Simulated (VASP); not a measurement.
Input of a VASP 6.6.1 run:

The input INCAR:

```
ALGO     = Normal         # electronic algorithm
EDIFF    = 1E-6           # SCF threshold, eV
ENCUT    = 520            # plane-wave cutoff, eV
ISIF     = 2              # what is computed and relaxed
ISMEAR   = 0              # smearing method
LASPH    = True           # aspherical terms in the spheres
LCHARG   = False          # write CHGCAR
LREAL    = False          # projectors in reciprocal space
LWAVE    = False          # write WAVECAR
NBANDS   = 17             # bands
NELM     = 60             # most SCF steps
PREC     = Accurate       # precision mode
SIGMA    = 0.05           # smearing width, eV
```

KPOINTS

```
k-points
0
Gamma
  10 10 10
```

File POSCAR:

```
SnSe
1.0
    0.0000000000      2.8991128809      3.0440685249
    2.8991128809      0.0000000000      3.0440685249
    2.8991128809      2.8991128809      0.0000000000
Sn Se
1 1
Direct
    0.0000000000      0.0000000000      0.0000000000
    0.5000000000      0.5000000000      0.5000000000
```

Potentials or basis: VASP PAW LDA potentials, release 64 (Sn_d, Se).

Command:

```sh
$ cat potpaw_LDA.64/Sn_d/POTCAR potpaw_LDA.64/Se/POTCAR > POTCAR
$ mpirun -np 1 vasp_std > vasp.out
```

(1) Estimate the band gap on the k mesh.

(2) What does it give for the pressure?

Answers

(1) 0.21 eV (least direct gap 0.36 eV).

(2) 0.6 GPa.

Caveat: spin-orbit coupling is left out, which moves the levels of the heavy elements.
